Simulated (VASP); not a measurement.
**AgCl: single point with PBE**

The system is AgCl.

```
CELL_PARAMETERS angstrom
0.00000 2.82865 2.71165
2.82865 0.00000 2.71165
2.82865 2.82865 0.00000
ATOMIC_POSITIONS crystal
Ag 0.00000 0.00000 0.00000
Cl 0.50000 0.50000 0.50000
```

This cell differs from its parent crystal: epitaxial xy strain +2.0%.

```json
{"Program": "VASP 6.6.1", "Task": "single point", "Functional": "PBE", "Potentials or basis": "VASP PAW PBE potentials, release 64 (Ag, Cl)", "Cutoff": "520 eV", "k mesh": "8 × 8 × 8", "Occupations": "fermi-dirac, width 0.02 eV", "Spin": "no spin polarisation", "Dipole correction": "no", "Further INCAR settings": "ALGO = Normal; EDIFF = 1e-07; NBANDS = 16"}
```

```yaml
Pressure: 0.8 GPa
Band_gap_on_the_k_mesh: 0.80 eV (least direct gap 3.14 eV)
```

Stress tensor (GPa, compression positive):
```
0.52 0.00 0.00
0.00 0.52 0.00
0.00 0.00 1.37
```

Levels at points of the mesh, in eV from the valence-band top:
| k point | band 7 | band 8 | band 9 | band 10 | band 11 | band 12 |
| --- | --- | --- | --- | --- | --- | --- |
| (0.00, 0.00, 0.00) | -2.44 | -2.33 | -2.33 | 0.80 | 10.71 | 10.71 |
| (0.50, 0.00, 0.00) | -1.84 | -0.25 | 0.00 | 4.16 | 6.34 | 7.38 |
| (0.50, 0.50, 0.00) | -2.04 | -2.04 | -1.95 | 2.28 | 7.76 | 8.73 |
| (0.50, 0.00, 0.50) | -2.05 | -2.02 | -1.96 | 2.31 | 8.02 | 8.31 |

Run time: 45 s on 1 thread of Intel(R) Xeon(R) Platinum 8488C (Sapphire Rapids), with other jobs on the host, peak memory 0.19 GiB.

Caveat: the cell differs from its parent crystal (epitaxial xy strain +2.0%). A k mesh can miss the band edges.
